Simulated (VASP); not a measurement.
# C (P6_3/mmc) in VASP: further runs

Runs on C. Level: PBE. Tasks: single point.

The COD entry that gives the cell may itself be a prediction, so a difference from it is no test against experiment.

All numbers are computed with VASP 6.6.1; they aren't measurements. Logs are shortened: lines on timing, memory, paths and dates and some standing lists are left out, and cuts for length are marked.

**1. The cell of the first run**

It takes space group P6_3/mmc (No. 194, hexagonal). Conventional cell: a = 2.442 Å, b = 2.442 Å, c = 12.046 Å, α = 90.00°, β = 90.00°, γ = 120.00°. C (site symmetry 3m) has 4 C at 1.50 to 1.52 Å within 2.0 Å. Within 2.0 Å of C (site symmetry 3m) lie 4 C at 1.50 Å. Within 2.0 Å of C (site symmetry 3m) lie 4 C at 1.50 Å.

**2. Single point, PBE (volume scaled by 0.91, then relaxed in part)**

File INCAR:

```
SYSTEM = C
PREC     = Accurate       ! precision mode
ENCUT    = 520            ! plane-wave cutoff, eV
EDIFF    = 1E-7           ! SCF threshold, eV
ISMEAR   = 0              ! smearing method
SIGMA    = 0.02           ! smearing width, eV
LREAL    = .FALSE.        ! projectors in reciprocal space
LASPH    = .TRUE.         ! aspherical terms in the spheres
NELM     = 80             ! most SCF steps
ALGO     = Normal         ! electronic algorithm
ISIF     = 2              ! what is computed and relaxed
LWAVE    = .FALSE.        ! write WAVECAR
LCHARG   = .FALSE.        ! write CHGCAR
GGA      = PE             ! functional
NBANDS   = 36             ! bands
```

File KPOINTS:

```
regular mesh
0
G
  12 12 2
  0 0 0
```

File POSCAR:

```
C
1.0
    2.4422577321      0.0000000000      0.0000000000
   -1.2211288661      2.1150572386      0.0000000000
    0.0000000000      0.0000000000     12.0463929188
C
12
Direct
    0.0000000000      0.0000000000      0.1869518842
    0.0000000000      0.0000000000      0.6869518842
    0.0000000000      0.0000000000      0.3130481158
    0.0000000000      0.0000000000      0.8130481158
    0.3333333333      0.6666666667      0.5207833776
    0.6666666667      0.3333333333      0.0207833776
    0.3333333333      0.6666666667      0.9792166224
    0.6666666667      0.3333333333      0.4792166224
    0.3333333333      0.6666666667      0.6450741249
    0.6666666667      0.3333333333      0.1450741249
    0.3333333333      0.6666666667      0.8549258751
    0.6666666667      0.3333333333      0.3549258751
```

Potentials or basis: VASP PAW PBE potentials, release 64 (C).

Run with:

```
$ cat potpaw_PBE.64/C/POTCAR > POTCAR
$ mpirun -np 1 vasp_std > vasp.out
```

OUTCAR:

```text
SYSTEM = C
   PREC = Accurate
   ENCUT = 520
   EDIFF = 1E-7
   ISMEAR = 0
   LREAL = .FALSE.
   LASPH = .TRUE.
   NELM = 80
   ISIF = 2
   GGA = PE

 ion  position               nearest neighbor table
   1  0.000  0.000  0.187-  10 1.50  10 1.50  10 1.50   3 1.52
   2  0.000  0.000  0.687-   9 1.50   9 1.50   9 1.50   4 1.52
   3  0.000  0.000  0.313-  12 1.50  12 1.50  12 1.50   1 1.52
   4  0.000  0.000  0.813-  11 1.50  11 1.50  11 1.50   2 1.52
   5  0.333  0.667  0.521-   8 1.50   8 1.50   8 1.50   9 1.50
   6  0.667  0.333  0.021-   7 1.50   7 1.50   7 1.50  10 1.50
   7  0.333  0.667  0.979-   6 1.50   6 1.50   6 1.50  11 1.50
   8  0.667  0.333  0.479-   5 1.50   5 1.50   5 1.50  12 1.50
   9  0.333  0.667  0.645-   5 1.50   2 1.50   2 1.50   2 1.50
  10  0.667  0.333  0.145-   6 1.50   1 1.50   1 1.50   1 1.50
  11  0.333  0.667  0.855-   7 1.50   4 1.50   4 1.50   4 1.50
  12  0.667  0.333  0.355-   8 1.50   3 1.50   3 1.50   3 1.50

  LATTYP: Found a hexagonal cell.
 ALAT       =     2.4422577321
 C/A-ratio  =     4.9324822522

  Lattice vectors:

 A1 = (   2.4422577321,   0.0000000000,   0.0000000000)
 A2 = (  -1.2211288661,   2.1150572386,   0.0000000000)
 A3 = (   0.0000000000,   0.0000000000,  12.0463929188)

Analysis of symmetry for initial positions (statically):
=====================================================================
 Subroutine PRICEL returns:
 Original cell was already a primitive cell.

 Routine SETGRP: Setting up the symmetry group for a
 hexagonal supercell.

 Subroutine GETGRP returns: Found 24 space group operations
 (whereof 12 operations were pure point group operations)
 out of a pool of 24 trial point group operations.

The static configuration has the point symmetry D_3d.
 The point group associated with its full space group is D_6h.

Analysis of symmetry for dynamics (positions and initial velocities):
=====================================================================
 Subroutine PRICEL returns:
 Original cell was already a primitive cell.

 Routine SETGRP: Setting up the symmetry group for a
 hexagonal supercell.

 Subroutine GETGRP returns: Found 24 space group operations
 (whereof 12 operations were pure point group operations)
 out of a pool of 24 trial point group operations.

The dynamic configuration has the point symmetry D_3d.
 The point group associated with its full space group is D_6h.

 Subroutine INISYM returns: Found 24 space group operations
 (whereof 12 operations are pure point group operations),
 and found     1 'primitive' translations

----------------------------------------------------------------------------------------

                                     Primitive cell

  volume of cell :      62.2258

  direct lattice vectors                    reciprocal lattice vectors
     2.442257732  0.000000000  0.000000000     0.409457195  0.236400222  0.000000000
    -1.221128866  2.115057239  0.000000000     0.000000000  0.472800443  0.000000000
     0.000000000  0.000000000 12.046392919     0.000000000  0.000000000  0.083012401

  length of vectors
     2.442257732  2.442257732 12.046392919     0.472800443  0.472800443  0.083012401

  position of ions in fractional coordinates (direct lattice)
     0.000000000  0.000000000  0.186951884
     0.000000000  0.000000000  0.686951884
     0.000000000  0.000000000  0.313048116
     0.000000000  0.000000000  0.813048116
     0.333333333  0.666666667  0.520783378
     0.666666667  0.333333333  0.020783378
     0.333333333  0.666666667  0.979216622
     0.666666667  0.333333333  0.479216622
     0.333333333  0.666666667  0.645074125
     0.666666667  0.333333333  0.145074125
     0.333333333  0.666666667  0.854925875
     0.666666667  0.333333333  0.354925875

  ion indices of the primitive-cell ions
   primitive index   ion index
                 1           1
                 2           2
                 3           3
                 4           4
                 5           5
                 6           6
                 7           7
                 8           8
                 9           9
                10          10
                11          11
                12          12

----------------------------------------------------------------------------------------

 KPOINTS: regular mesh

Automatic generation of k-mesh.
 Grid dimensions read from file:
 generate k-points for:   12   12    2

 Generating k-lattice:

  Cartesian coordinates                     Fractional coordinates (reciprocal lattice)
     0.034121433  0.019700018  0.000000000     0.083333333  0.000000000  0.000000000
     0.000000000  0.039400037  0.000000000     0.000000000  0.083333333  0.000000000
     0.000000000  0.000000000  0.041506201     0.000000000  0.000000000  0.500000000

  Length of vectors
     0.039400037  0.039400037  0.041506201

  Shift w.r.t. Gamma in fractional coordinates (k-lattice)
     0.000000000  0.000000000  0.000000000

 Subroutine IBZKPT returns following result:
 ===========================================

 Found     38 irreducible k-points:

 Following reciprocal coordinates:
            Coordinates               Weight
  0.000000  0.000000  0.000000      1.000000
  0.083333  0.000000  0.000000      6.000000
  0.166667  0.000000  0.000000      6.000000
  0.250000  0.000000  0.000000      6.000000
  0.333333  0.000000  0.000000      6.000000
  0.416667  0.000000  0.000000      6.000000
[... 16 lines left out ...]
  0.250000  0.000000  0.500000      6.000000
  0.333333  0.000000  0.500000      6.000000
 [... further k-points ...]
   k-points           NKPTS =     38   k-points in BZ     NKDIM =     38   number of bands    NBANDS=     36
   number of dos      NEDOS =    301   number of ions     NIONS =     12
   total plane-waves  NPLWV =  29160
   dimension x,y,z NGX =    18 NGY =   18 NGZ =   90
   dimension x,y,z NGXF=    36 NGYF=   36 NGZF=  180
   ions per type =              12
   NGX,Y,Z   is equivalent  to a cutoff of  12.25, 12.25, 12.42 a.u.
   NGXF,Y,Z  is equivalent  to a cutoff of  24.51, 24.51, 24.84 a.u.
 SYSTEM =  C
   PREC   = accura    normal or accurate (medium, high low for compatibility)
   ISTART =      0    job   : 0-new  1-cont  2-samecut
   ICHARG =      2    charge: 1-file 2-atom 10-const
   ISPIN  =      1    spin polarized calculation?
   LNONCOLLINEAR =      F non collinear calculations
   LSORBIT =      F    spin-orbit coupling
   LASPH  =      T    aspherical Exc in radial PAW
   ENCUT  =  520.0 eV  38.22 Ry    6.18 a.u.   4.54  4.54 22.40*2*pi/ulx,y,z
   NELM   =     80;   NELMIN=  2; NELMDL= -5     # of ELM steps
   EDIFF  = 0.1E-06   stopping-criterion for ELM
   LREAL  =      F    real-space projection
   EDIFFG = 0.1E-05   stopping-criterion for IOM
   NSW    =      0    number of steps for IOM
   IBRION =     -1    ionic relax: 0-MD 1-quasi-New 2-CG
   NFREE  =      0    steps in history (QN), initial steepest desc. (CG)
   ISIF   =      2    stress and relaxation
   ISYM   =      2    0-nonsym 1-usesym 2-fastsym
   POTIM  = 0.5000    time-step for ionic-motion
   TEBEG  =    0.0;   TEEND  =   0.0 temperature during run
   PSTRESS=    0.0 pullay stress
   NELECT =      48.0000    total number of electrons
   NUPDOWN=      -1.0000    fix difference up-down
   EMIN   =  10.00;   EMAX   =-10.00  energy-range for DOS
   EFERMI =   0.00;   METHOD = LEGACY
   ISMEAR =     0;   SIGMA  =   0.02  broadening in eV -4-tet -1-fermi 0-gaus
   EFERMI_NEDOS =   21; number of points for ismear=-14 and -15
   IALGO  =     38    algorithm
   IMIX   =      4    mixing-type and parameters
     AMIX     =   0.40;   BMIX     =  1.00
     AMIX_MAG =   1.60;   BMIX_MAG =  1.00
  volume/ion in A,a.u.               =       5.19        34.99
  Fermi-wavevector in a.u.,A,eV,Ry     =   1.501407  2.837247 30.670555  2.254222
  Thomas-Fermi vector in A             =   2.612781
   LORBIT       =      0    0 simple, 1 ext, 2 COOP (PROOUT), +10 PAW based schemes
   GGA     = PE    functional components
   LHFCALC =     F    Hartree Fock is set to
   AEXX    =    0.0000 exact exchange contribution
   IVDW    =     0    specifies the selected vdW correction
   LEPSILON=     F    determine dielectric tensor
   LRPA    =     F    only Hartree local field effects (RPA)
 non-spin polarized calculation
 Gauss-broadening in eV      SIGMA  =   0.02
  energy-cutoff  :      520.00
  volume of cell :       62.23
 maximum number of plane-waves:      1706
   NGX =  9   NGY =  9   NGZ = 45

 number of electron      47.9999992 magnetization

 Free energy of the ion-electron system (eV)
  ---------------------------------------------------
  ext. energy  EPLUGINS =         0.00000000
  ---------------------------------------------------
  free energy    TOTEN  =      -108.13476920 eV

  energy without entropy =     -108.13476920  energy(sigma->0) =     -108.13476920

 E-fermi :  11.2878     XC(G=0): -13.7045

 val. band max:       11.1837078998   @ k =   0.0000   0.0000   0.0000
 cond. band min:      15.8627303498   @ k =   0.3333   0.0000   0.0000
 fundamental gap:      4.6790224499
 Fermi energy:        11.2878212800

 k-point     1 :       0.0000    0.0000    0.0000
  band No.  band energies     occupation
      1     -11.6597      2.00000
      2     -10.8887      2.00000
      3     -10.8135      2.00000
      4      -8.4982      2.00000
      5      -8.4420      2.00000
      6      -5.4245      2.00000
[... 28 lines left out ...]
     35      19.5230      0.00000
     36      20.3129      0.00000

 k-point     2 :       0.0833    0.0000    0.0000
  band No.  band energies     occupation
      1     -11.4775      2.00000
      2     -10.7074      2.00000
      3     -10.6327      2.00000
      4      -8.3215      2.00000
      5      -8.2660      2.00000
      6      -5.2642      2.00000
[... 28 lines left out ...]
     35      20.1005      0.00000
     36      20.2154      0.00000

 k-point     3 :       0.1667    0.0000    0.0000
  band No.  band energies     occupation
      1     -10.9324      2.00000
      2     -10.1651      2.00000
      3     -10.0919      2.00000
      4      -7.7938      2.00000
      5      -7.7408      2.00000
      6      -4.7855      2.00000
[... 28 lines left out ...]
     35      20.5402      0.00000
     36      21.5485      0.00000

 k-point     4 :       0.2500    0.0000    0.0000
  band No.  band energies     occupation
      1     -10.0300      2.00000
      2      -9.2680      2.00000
      3      -9.1978      2.00000
      4      -6.9234      2.00000
      5      -6.8758      2.00000
      6      -3.9962      2.00000
[... 28 lines left out ...]
     35      21.0478      0.00000
     36      22.4846      0.00000

 k-point     5 :       0.3333    0.0000    0.0000
  band No.  band energies     occupation
      1      -8.7836      2.00000
      2      -8.0294      2.00000
      3      -7.9672      2.00000
      4      -5.7317      2.00000
      5      -5.6986      2.00000
      6      -2.9278      2.00000
[... 655 lines left out ...]
 k-point    22 :       0.1667    0.0000    0.5000
  band No.  band energies     occupation
      1     -10.7313      2.00000
      2     -10.7313      2.00000
      3      -9.1335      2.00000
      4      -9.1335      2.00000
      5      -6.0956      2.00000
      6      -6.0956      2.00000
[... 28 lines left out ...]
     35      20.9943      0.00000
     36      20.9949      0.00000

 k-point    23 :       0.2500    0.0000    0.5000
  band No.  band energies     occupation
      1      -9.8305      2.00000
      2      -9.8305      2.00000
      3      -8.2480      2.00000
      4      -8.2480      2.00000
      5      -5.2598      2.00000
      6      -5.2598      2.00000
[... 28 lines left out ...]
     35      21.4324      0.00000
     36      21.4324      0.00000

 k-point    24 :       0.3333    0.0000    0.5000
  band No.  band energies     occupation
      1      -8.5867      2.00000
      2      -8.5867      2.00000
      3      -7.0313      2.00000
      4      -7.0313      2.00000
      5      -4.1323      2.00000
      6      -4.1323      2.00000
[... 28 lines left out ...]
     35      21.2937      0.00000
     36      21.2937      0.00000

 [... further k-points ...]
[... 5 lines left out ...]
  --------------------------------------------------------------------------------------
  -------------------------------------------------------------------------------------
  Total       19.2824549     19.2824549     19.2834760     -0.0000000      0.0000000      0.0000000
  in kB      496.4805793    496.4805794    496.5068697     -0.0000000      0.0000000      0.0000000
  external PRESSURE =     496.4893428 kB  Pullay stress =       0.0000000 kB

 VOLUME and BASIS-vectors are now :
 -----------------------------------------------------------------------------
  energy-cutoff  :      520.00
  volume of cell :       62.23
      direct lattice vectors                 reciprocal lattice vectors
     2.442257732  0.000000000  0.000000000     0.409457195  0.236400222  0.000000000
    -1.221128866  2.115057239  0.000000000     0.000000000  0.472800443  0.000000000
     0.000000000  0.000000000 12.046392919     0.000000000  0.000000000  0.083012401

 POSITION                                       TOTAL-FORCE (eV/Angst)
 -----------------------------------------------------------------------------------
      0.00000      0.00000      2.25210        -0.000000     -0.000000      0.003504
      0.00000      0.00000      8.27529         0.000000      0.000000      0.003504
      0.00000      0.00000      3.77110        -0.000000     -0.000000     -0.003504
      0.00000      0.00000      9.79430        -0.000000     -0.000000     -0.003504
     -0.00000      1.41004      6.27356         0.000000      0.000000      0.000170
      1.22113      0.70502      0.25036        -0.000000     -0.000000      0.000170
     -0.00000      1.41004     11.79603         0.000000      0.000000     -0.000170
      1.22113      0.70502      5.77283        -0.000000     -0.000000     -0.000170
     -0.00000      1.41004      7.77082         0.000000      0.000000     -0.000507
      1.22113      0.70502      1.74762        -0.000000     -0.000000     -0.000507
     -0.00000      1.41004     10.29877         0.000000      0.000000      0.000507
      1.22113      0.70502      4.27558         0.000000     -0.000000      0.000507
 -----------------------------------------------------------------------------------
    total drift:                                0.000000      0.000000      0.000000

  FREE ENERGIE OF THE ION-ELECTRON SYSTEM (eV)
  ---------------------------------------------------
  free  energy   TOTEN  =      -108.1347691952 eV

  energy  without entropy=     -108.1347691952  energy(sigma->0) =     -108.13476920
```

Run time: 58 s. Hardware: 1 thread of Intel Xeon 6975P-C, shared host; peak memory 0.2 GiB.

Results:

* Free energy: -108.1348 eV
* Pressure: 49.6 GPa
* Largest force: 0.004 eV/Å
* Band gap on the k mesh: 4.68 eV, indirect (least direct gap 5.58 eV)

Forces in eV/Å, atoms in the order of the input:
```
C    0.000  0.000  0.004
C    0.000  0.000  0.004
C    0.000  0.000 -0.004
C    0.000  0.000 -0.004
C    0.000  0.000  0.000
C    0.000  0.000  0.000
C    0.000  0.000  0.000
C    0.000  0.000  0.000
C    0.000  0.000 -0.001
C    0.000  0.000 -0.001
C    0.000  0.000  0.001
C    0.000  0.000  0.001
```

 A k mesh can miss the band edges.

(Continued in part 2 of 2.)
